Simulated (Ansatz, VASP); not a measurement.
Ta: VASP beside Ansatz

Contents of INCAR:

```
PREC = Accurate
ENCUT = 520
EDIFF = 1E-6
ISMEAR = 1
SIGMA = 0.15
LREAL = F
LASPH = T
NELM = 80
ALGO = Normal
ISIF = 2
LWAVE = F
LCHARG = F
GGA = PE
NBANDS = 18
```

KPOINTS

```
regular mesh
0
Gamma
  13 13 7
```

The input POSCAR:

```
Ta
1.0
    2.9039239680      0.0000000000      0.0000000000
   -1.4519619840      2.5148719270      0.0000000000
    0.0000000000      0.0000000000      5.1308977023
Ta
2
Direct
    0.3333333333      0.6666666667      0.2500000000
    0.6666666667      0.3333333333      0.7500000000
```

Input for Ansatz:

```yaml
crystal:
  lattice:
    - [2.903923968, 0.0, 0.0]
    - [-1.451961984, 2.514871927, 0.0]
    - [0.0, 0.0, 5.1308977023]
  atoms:
    - { symbol: Ta, position: [0.3333333333, 0.6666666667, 0.25] }
    - { symbol: Ta, position: [0.6666666667, 0.3333333333, 0.75] }
kpoints:
  mp_grid: { grid: [13, 13, 7] }
scf:
  occupations: { method: cold, width: 0.15 }
hamiltonian:
  xc: pbe
  pseudopotentials: { kind: all_electron, lapw: { basis_error: 0.001 } }
output:
  forces: true
  stress: true
  eigenvalues: true
```

Alike in both runs: task single point; functional PBE; k mesh 13 × 13 × 7; no spin polarisation.

|  | VASP | Ansatz |
| --- | --- | --- |
| version | VASP 6.6.1 | Ansatz 0.2.0 |
| potentials or method | VASP PAW PBE potentials, release 64 (Ta_pv), cutoff 520 eV | all-electron LAPW, scalar-relativistic |
| occupations | methfessel-paxton of order 1, width 0.15 eV | cold, width 0.15 eV |

|  | VASP | Ansatz | Ansatz less VASP |
| --- | --- | --- | --- |
| pressure (GPa) | 0.0 | 0.0 | -0.03 |
| traceless stress, the component that is largest in VASP (GPa) | 0.00 | 0.05 | +0.052 |

Ansatz ran all-electron here, and VASP with PAW potentials.

Spin-orbit coupling is off throughout.
